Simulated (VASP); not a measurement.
Write the native input for VASP 6.6.1 that does the following.

- Task: single point
- Functional: PBE
- Dispersion: D3(BJ)
- Potentials or basis: VASP PAW PBE potentials, release 64 (Al, O, H)
- Cutoff: 520 eV
- k mesh: 3 × 3 × 1
- Occupations: fermi-dirac, width 0.15 eV
- Spin: no spin polarisation
- Dipole correction: no
- Further INCAR settings: LREAL = Auto; ALGO = Normal; EDIFF = 1e-06; NBANDS = 35

The structure of Al12H2O lies in POSCAR:

```
Al12H2O
1.0
    5.7275650000      0.0000000000      0.0000000000
    2.8637820000      4.9602170000      0.0000000000
    0.0000000000      0.0000000000     18.6765370000
Al O H
12 1 2
Direct
    0.1666684945      0.1666660955      0.0535431167
    0.6666715499      0.1666660955      0.0535431167
    0.1666709227      0.6666643818      0.0535431167
    0.6666739781      0.6666643818      0.0535431167
   -0.1713942497      0.3370618664      0.1864692582
    0.3075416361      0.3416584395      0.1845791862
   -0.1714144373      0.8346610642      0.1822928951
    0.3383670732      0.8242179727      0.1986021284
   -0.0023943450     -0.0043949690      0.3169698965
    0.4896759271      0.0123784907      0.3173714699
    0.0000227824      0.4994337949      0.3265862403
    0.4892811956      0.5022764125      0.3290063891
    0.5999029291      0.6289644183      0.5693828572
    0.7637178135      0.6385809331      0.5806911635
    0.4612576698      0.8176658400      0.5727346563
```

One way to write it, as run:

INCAR

```
PREC = Accurate
ENCUT = 520
EDIFF = 1E-6
ISMEAR = -1
SIGMA = 0.15
LREAL = Auto
LASPH = True
NELM = 100
ALGO = Normal
ISIF = 2
LWAVE = False
LCHARG = False
GGA = PE
IVDW = 12
NBANDS = 35
```

KPOINTS

```
regular mesh
0
Gamma
  3 3 1
```

Potentials or basis: VASP PAW PBE potentials, release 64 (Al, O, H).

Command:

```sh
$ cat potpaw_PBE.64/Al/POTCAR potpaw_PBE.64/O/POTCAR potpaw_PBE.64/H/POTCAR > POTCAR
$ mpirun -np 1 vasp_std > vasp.out
```

It gave:

```json
{
  "Largest force": "0.944 eV/Å",
  "Band gap on the k mesh": "zero (band 22 reaches 0.73 eV, above the bottom of band 23 at 0.28 eV)",
  "Dispersion energy per atom": "-0.178 eV"
}
```

Caveat: the k points lie up to 0.42 Å⁻¹ apart.

Wall time 2.3 min on 1 thread of Intel(R) Xeon(R) 6975P-C (Granite Rapids), with other jobs on the host, peak memory 0.63 GiB.
